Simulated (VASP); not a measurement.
# CaC in VASP: notebook, part 2 of 2

VASP 6.6.1. The steps go on from the part before.

## 6. Relaxation of cell and atoms, PBE

INCAR reads:

```
PREC = Accurate
ENCUT = 600
EDIFF = 1E-7
ISMEAR = 0
SIGMA = 0.1
LREAL = F
LASPH = T
NELM = 80
ALGO = Normal
ISIF = 3
LWAVE = F
LCHARG = F
GGA = PE
IBRION = 2
NSW = 100
EDIFFG = -0.01
```

KPOINTS reads:

```
Automatic mesh
0
Gamma
  18 18 18
```

POSCAR reads:

```
CaC
1.0
    3.1744622217      0.0000000000      0.0000000000
    0.0000000000      3.1744622217      0.0000000000
    0.0000000000      0.0000000000      2.9982777783
Ca C
1 1
Direct
    0.5000000000      0.5000000000      0.5000000000
    0.0000000000      0.0000000000      0.0000000000
```

Potentials or basis: VASP PAW PBE potentials, release 64 (Ca_sv, C).

Launch:

```bash
$ cat potpaw_PBE.64/Ca_sv/POTCAR potpaw_PBE.64/C/POTCAR > POTCAR
$ mpirun -np 1 vasp_std > vasp.out
```

OUTCAR:

```text
PREC = Accurate
   ENCUT = 600
   EDIFF = 1E-7
   ISMEAR = 0
   LREAL = F
   LASPH = T
   NELM = 80
   ISIF = 3
   GGA = PE
   IBRION = 2
   NSW = 100
   EDIFFG = -0.01

 ion  position               nearest neighbor table
   1  0.500  0.500  0.500-
   2  0.000  0.000  0.000-

  LATTYP: Found a simple tetragonal cell.
 ALAT       =     3.1744622217
 C/A-ratio  =     0.9444994361

  Lattice vectors:

 A1 = (   3.1744622217,   0.0000000000,   0.0000000000)
 A2 = (   0.0000000000,   3.1744622217,   0.0000000000)
 A3 = (   0.0000000000,   0.0000000000,   2.9982777783)

Analysis of symmetry for initial positions (statically):
=====================================================================
 Subroutine PRICEL returns:
 Original cell was already a primitive cell.

 Routine SETGRP: Setting up the symmetry group for a
 simple tetragonal supercell.

 Subroutine GETGRP returns: Found 16 space group operations
 (whereof 16 operations were pure point group operations)
 out of a pool of 16 trial point group operations.

The static configuration has the point symmetry D_4h.

Analysis of symmetry for dynamics (positions and initial velocities):
=====================================================================
 Subroutine PRICEL returns:
 Original cell was already a primitive cell.

 Routine SETGRP: Setting up the symmetry group for a
 simple tetragonal supercell.

 Subroutine GETGRP returns: Found 16 space group operations
 (whereof 16 operations were pure point group operations)
 out of a pool of 16 trial point group operations.

The dynamic configuration has the point symmetry D_4h.

 Subroutine INISYM returns: Found 16 space group operations
 (whereof 16 operations are pure point group operations),
 and found     1 'primitive' translations

[... 122 lines left out ...]
   IVDW    =     0    specifies the selected vdW correction
   LEPSILON=     F    determine dielectric tensor
   LRPA    =     F    only Hartree local field effects (RPA)
 conjugate gradient relaxation of ions
 non-spin polarized calculation
 Gauss-broadening in eV      SIGMA  =   0.10
  energy-cutoff  :      600.00
  volume of cell :       30.21
 maximum number of plane-waves:      1030
 NGX is ok and might be reduce to    28
   NGX = 13   NGY = 13   NGZ = 11

--------------------------------------- Ionic step        1  -------------------------------------------

 number of electron      13.9999998 magnetization

 Free energy of the ion-electron system (eV)
  ---------------------------------------------------
  ext. energy  EPLUGINS =         0.00000000
  ---------------------------------------------------
  free energy    TOTEN  =        -8.96662151 eV

  energy without entropy =       -8.96006591  energy(sigma->0) =       -8.96334371

------------------------ aborting loop because EDIFF is reached ----------------------------------------

  FORCE on cell =-STRESS in cart. coord.  units (eV):
  Direction    XX          YY          ZZ          XY          YZ          ZX
  --------------------------------------------------------------------------------------
  -------------------------------------------------------------------------------------
  Total       -0.1695248     -0.1695248      0.6891997      0.0000000      0.0000000      0.0000000
  in kB       -8.9894178     -8.9894178     36.5463035      0.0000000      0.0000000      0.0000000
  external PRESSURE =       6.1891560 kB  Pullay stress =       0.0000000 kB
[... 167 lines left out ...]
--------------------------------------- Ionic step        6  -------------------------------------------

 number of electron      14.0000001 magnetization

 Free energy of the ion-electron system (eV)
  ---------------------------------------------------
  ext. energy  EPLUGINS =         0.00000000
  ---------------------------------------------------
  free energy    TOTEN  =        -8.98694574 eV

  energy without entropy =       -8.98345803  energy(sigma->0) =       -8.98520188

 E-fermi :   4.0209     XC(G=0): -10.5007

 val. band max:        3.9849692604   @ k =   0.5000   0.2222   0.3333
 cond. band min:       4.0573503123   @ k =   0.2778   0.2222   0.1667
 fundamental gap:      0.0723810519
 Fermi energy:         4.0208822855

 k-point     1 :       0.0000    0.0000    0.0000
  band No.  band energies     occupation
      1     -35.7462      2.00000
      2     -16.4889      2.00000
      3     -16.4881      2.00000
      4     -16.4881      2.00000
      5      -6.2745      2.00000
      6       5.2811      0.00000
      7       5.2880      0.00000
      8       5.2880      0.00000
      9       6.1247      0.00000
     10       6.1255      0.00000
     11      10.7111      0.00000
[... 309 lines left out ...]
 k-point    24 :       0.3333    0.1111    0.0000
  band No.  band energies     occupation
      1     -35.6782      2.00000
      2     -17.0249      2.00000
      3     -16.5154      2.00000
      4     -16.4286      2.00000
      5      -5.0409      2.00000
      6       1.5910      2.00000
      7       4.3368      0.00001
      8       4.8532      0.00000
      9       7.0972      0.00000
     10       9.7531      0.00000
     11      10.7571      0.00000

 [... further k-points ...]
[... 5 lines left out ...]
  --------------------------------------------------------------------------------------
  -------------------------------------------------------------------------------------
  Total       -0.0001609     -0.0001609     -0.0136005      0.0000000      0.0000000      0.0000000
  in kB       -0.0084470     -0.0084470     -0.7142070      0.0000000      0.0000000      0.0000000
  external PRESSURE =      -0.2437004 kB  Pullay stress =       0.0000000 kB
[... 17 lines left out ...]
  FREE ENERGIE OF THE ION-ELECTRON SYSTEM (eV)
  ---------------------------------------------------
  free  energy   TOTEN  =        -8.9869457387 eV

  energy  without entropy=       -8.9834580279  energy(sigma->0) =       -8.98520188

 reached required accuracy - stopping structural energy minimisation
```

OSZICAR:

```text
N       E                     dE             d eps       ncg     rms          rms(c)
DAV:   1     0.951235684474E+02    0.95124E+02   -0.81857E+03 12100   0.141E+03
DAV:   2    -0.388584682028E+01   -0.99009E+02   -0.96789E+02 12957   0.314E+02
DAV:   3    -0.893504163329E+01   -0.50492E+01   -0.49488E+01 19173   0.618E+01
[... 58 lines left out ...]
DAV:   4    -0.898694396480E+01    0.10243E-04   -0.45514E-05 15426   0.936E-02    0.141E-02
DAV:   5    -0.898694631503E+01   -0.23502E-05   -0.83786E-06 17905   0.315E-02    0.249E-03
DAV:   6    -0.898694637179E+01   -0.56766E-07   -0.18979E-06 17107   0.101E-02    0.299E-03
DAV:   7    -0.898694582915E+01    0.54265E-06   -0.60204E-07 16065   0.751E-03    0.839E-04
DAV:   8    -0.898694573867E+01    0.90480E-07   -0.16747E-08  7109   0.165E-03
   6 F= -.89869457E+01 E0= -.89852019E+01  d E =-.108832E-02
```

It took 14 min on 1 thread of Oxide Virtual Turin-like, shared host; peak memory 0.35 GiB.

Results:

```yaml
Free_energy: -8.9869 eV
Relaxed_volume: 15.25 Å³/atom
Relaxed_cell: a = 3.124 Å, b = 3.124 Å, c = 3.126 Å, α = 90.00°, β = 90.00°, γ = 90.00°
Space_group_after_relaxing_to_0.05_Å: Pm-3m (No. 221)
Energy_gained_by_relaxing: 10.2 meV/atom
Ionic_steps: 6
Pressure_after_relaxing: 0.0 GPa
Band_gap_on_the_k_mesh: zero (band 7 reaches 5.29 eV, above the bottom of band 8 at 1.39 eV)
```

The path:
```tsv
step	energy change (eV)	largest force (eV/Å)	pressure (GPa)	volume (Å³)
1	0.0000	0.0000	0.62	30.21
2	-0.0113	0.0000	0.07	30.47
3	-0.0189	0.0000	-1.02	30.92
4	-0.0192	0.0000	-0.83	30.84
5	-0.0202	0.0000	0.20	30.42
6	-0.0203	0.0000	-0.02	30.51
```

Final structure:
```
Ca C
1.0
     3.12410    0.00000    0.00000
     0.00000    3.12410    0.00000
     0.00000    0.00000    3.12601
Ca C
1 1
Direct
  0.50000 0.50000 0.50000
  0.00000 0.00000 0.00000
```

Levels at points of the mesh, in eV from the Fermi level:
| k point | band 5 | band 6 | band 7 | band 8 | band 9 | band 10 |
| --- | --- | --- | --- | --- | --- | --- |
| (0.00, 0.00, 0.00) | -10.30 | 1.26 | 1.27 | 1.27 | 2.10 | 2.10 |
| (0.50, 0.00, 0.00) | -8.60 | -3.54 | 0.59 | 0.60 | 3.11 | 7.03 |
| (0.50, 0.50, 0.00) | -8.52 | -1.52 | -1.52 | 1.93 | 2.70 | 5.34 |
| (0.00, 0.00, 0.50) | -8.60 | -3.54 | 0.60 | 0.60 | 3.11 | 7.03 |
| (0.50, 0.00, 0.50) | -8.52 | -1.53 | -1.52 | 1.93 | 2.70 | 5.34 |
| (0.50, 0.50, 0.50) | -7.18 | -2.63 | -2.63 | -2.63 | 8.19 | 8.19 |

## 7. Overview

| task | cell | k mesh | cutoff (eV) | gap on the mesh (eV) | pressure (GPa) | relaxed volume (Å³/atom) |
| --- | --- | --- | --- | --- | --- | --- |
| single point | a = 3.174, b = 3.174, c = 2.998 Å, 2 atoms | 6 × 6 × 6 | 520 | none | 0.2 | - |
| single point | a = 3.296, b = 3.296, c = 3.084 Å, 2 atoms | 6 × 6 × 6 | 520 | none | -6.3 | - |
| relaxation of cell and atoms | relaxed from a = 3.296, b = 3.296, c = 3.084 Å, 2 atoms | 6 × 6 × 6 | 600 | none | 0.0 | 15.14 |
| single point | a = 3.120 Å, 2 atoms | 18 × 18 × 18 | 520 | none | 0.4 | - |
| relaxation of cell and atoms | relaxed from a = 3.174, b = 3.174, c = 2.998 Å, 2 atoms | 18 × 18 × 18 | 600 | none | 0.0 | 15.25 |

Alike in all rows: level PBE; potentials or basis VASP PAW PBE potentials, release 64 (Ca_sv, C); no spin polarisation; smearing gaussian 0.1 eV.

Total energies depend on the potentials used, so only differences within one code and one set of settings carry meaning.
